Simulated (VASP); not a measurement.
Here is a VASP 6.6.1 calculation.

INCAR

```
SYSTEM = Ti3H
ALGO = Normal ; DIPOL = 0.5 0.5 0.315
EDIFF = 1E-6 ; ENCUT = 520
GGA = PE ; IDIPOL = 3
ISIF = 2 ; ISMEAR = 0
LASPH = .True. ; LCHARG = .True.
LDIPOL = .True. ; LELF = .True.
LREAL = .False. ; LVACPOTAV = .True.
LVHAR = .True. ; LWAVE = .False.
NBANDS = 47 ; NELM = 100
PREC = Accurate ; SIGMA = 0.1
```

KPOINTS

```
k-points
0
Gamma
  6 6 1
  0 0 0
```

The input POSCAR:

```
Ti3H
1.0
    4.6037402164      0.0000000000      0.0000000000
   -2.3018701082      3.9869559799      0.0000000000
    0.0000000000      0.0000000000     22.4968206792
Ti H
6 2
Direct
    0.6666666667      0.3333333333      0.1778029019
    0.3333333333      0.6666666667      0.2195747837
    0.0000000000      0.0000000000      0.2613466656
    0.6666666667      0.3333333333      0.2980472718
    0.3333333333      0.6666666667      0.3304570052
    0.0000000000      0.0000000000      0.3776898434
    0.4294052260      1.0000000000      0.4261411342
    0.5705947740      1.0000000000      0.4261411342
```

Potentials or basis: VASP PAW PBE potentials, release 64 (Ti_sv, H).

Command:

```bash
$ cat potpaw_PBE.64/Ti_sv/POTCAR potpaw_PBE.64/H/POTCAR > POTCAR
$ mpirun -np 1 vasp_std > vasp.out
```

(1) What does it give for the largest force?

(2) What does it give for the band gap on the k mesh?

Results:

(1) 5.693 eV/Å.

(2) zero (bands 37 and 38 overlap by 0.23 eV).
